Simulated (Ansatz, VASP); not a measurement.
Two plane-wave programs on Hf

```xyz
1
Lattice="-1.7213 1.7213 1.7213 1.7213 -1.7213 1.7213 1.7213 1.7213 -1.7213" Properties=species:S:1:pos:R:3 pbc="T T T"
Hf    0.0000    0.0000    0.0000
```

Alike in both runs: task single point; functional r2SCAN; k mesh 18 × 18 × 18; occupations gaussian, width 0.05 eV; no spin polarisation.

```csv
,VASP,Ansatz
version,VASP 6.6.1,Ansatz 0.2.0
potentials or method,"VASP PAW PBE potentials, release 64 (Hf_pv), cutoff 520 eV","scalar-relativistic, plane waves, PAW"
valence electrons in the cell,10,26
```

```csv
,VASP,Ansatz,Ansatz less VASP
gap on the k mesh at the Fermi level (eV),none,none,-
pressure (GPa),9.5,9.8,+0.27
```

VASP's potentials were made for PBE, not for r2SCAN. A gap of «none» marks a metal or a gap that the smearing closes. With one functional, cell and mesh, what is left measures potentials, basis and numerics. VASP's potentials hold 10 valence electrons a cell and Ansatz's 26, so a difference there can come from the potentials and not from the codes.

Neither program's run includes spin-orbit coupling.
